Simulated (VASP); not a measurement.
Wanted: the native input for a VASP 6.6.1 run.

- Task: single point
- Functional: r2SCAN
- Potentials or basis: VASP PAW PBE potentials, release 64 (Al)
- Cutoff: 520 eV
- k mesh: 18 × 18 × 18
- Occupations: gaussian, width 0.05 eV
- Spin: no spin polarisation
- Dipole correction: no
- Further INCAR settings: ALGO = Normal; EDIFF = 1e-07; NBANDS = 8

Al:

```xyz
1
Lattice="2.6433 0.0000 0.0000 0.0000 2.6433 0.0000 0.0000 0.0000 2.6433" Properties=species:S:1:pos:R:3 pbc="T T T"
Al    0.0000    0.0000    0.0000
```

This isn't the form of Al at room conditions, which is fcc.

One way to write it, as run:

POSCAR

```
Al
1.0
    2.6433045811      0.0000000000      0.0000000000
    0.0000000000      2.6433045811      0.0000000000
    0.0000000000      0.0000000000      2.6433045811
Al
1
Direct
    0.0000000000      0.0000000000      0.0000000000
```

INCAR.step1

```
  PREC = Accurate
  ENCUT = 520
  ISMEAR = 0
  SIGMA = 0.05
  LREAL = False
  LASPH = True
  NELM = 60
  NBANDS = 8
  GGA = PE
  ALGO = Normal
  EDIFF = 1E-4
  LWAVE = True
  LCHARG = False
```

INCAR.step2

```
  PREC = Accurate
  ENCUT = 520
  EDIFF = 1E-7
  ISMEAR = 0
  SIGMA = 0.05
  LREAL = False
  LASPH = True
  NELM = 60
  ALGO = Normal
  ISIF = 2
  LWAVE = False
  LCHARG = False
  METAGGA = R2SCAN
  LMIXTAU = True
  NBANDS = 8
  ISTART = 1
```

KPOINTS

```
regular mesh
0
Gamma
  18 18 18
```

Potentials or basis: VASP PAW PBE potentials, release 64 (Al).

Launch:

```sh
$ cat potpaw_PBE.64/Al/POTCAR > POTCAR
$ cp INCAR.step1 INCAR
$ mpirun -np 1 vasp_std > vasp.out
$ cp INCAR.step2 INCAR
$ mpirun -np 1 vasp_std > vasp.out
```

It gave:

```
Pressure               : 4.8 GPa
Band gap on the k mesh : zero (an odd number of electrons rules out a gap without spin polarisation)
```

Caveat: the cell stands under pressure; the PAW data sets were made with another functional, which shifts forces and pressure a little.

Wall time 65 s on 1 thread of AMD EPYC 9R45 96-Core Processor (Zen 5) (shared host), peak memory 0.11 GiB.
